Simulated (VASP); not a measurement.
Runs of VASP 6.6.1 on Cr. The structure is cubic, space group Im-3m (No. 229). The conventional cell has a = 2.788 Å, b = 2.788 Å, c = 2.788 Å, α = 90.00°, β = 90.00°, γ = 90.00°. Within 3.2 Å of Cr (site symmetry m-3m) lie 14 Cr at 2.41 to 2.79 Å. 

```csv
k mesh,smearing,gap on the mesh (eV),pressure (GPa)
16 × 16 × 16,methfessel-paxton 0.01 eV,none,0.0
16 × 16 × 16,methfessel-paxton 1 eV,none,-2.2
16 × 16 × 16,gaussian 0.6 eV,none,1.0
16 × 16 × 16,methfessel-paxton 0.6 eV,none,-0.6
23 × 23 × 23,fermi-dirac 0.1 eV,none,0.0
16 × 16 × 16,methfessel-paxton 0.1 eV,none,(a)
16 × 16 × 16,methfessel-paxton 0.03 eV,none,0.0
17 × 17 × 17,fermi-dirac 0.1 eV,none,0.0
```

Alike in all rows: task single point; level LDA; potentials or basis VASP PAW LDA potentials, release 64 (Cr_pv); no spin polarisation; cell as given; cutoff (eV) 500.

Question: Fill in the values left out.

Answer: (a) -0.1.

Caveats: the run has no spin polarisation, though such a crystal can be magnetic; an empty level that is flat over the whole mesh can mark a ghost state of the potentials, or a narrow d or f band (at least some runs); so wide a smearing shifts energies and pressures (at least some runs).

A gap of «none» marks levels without a gap at the run's occupations.
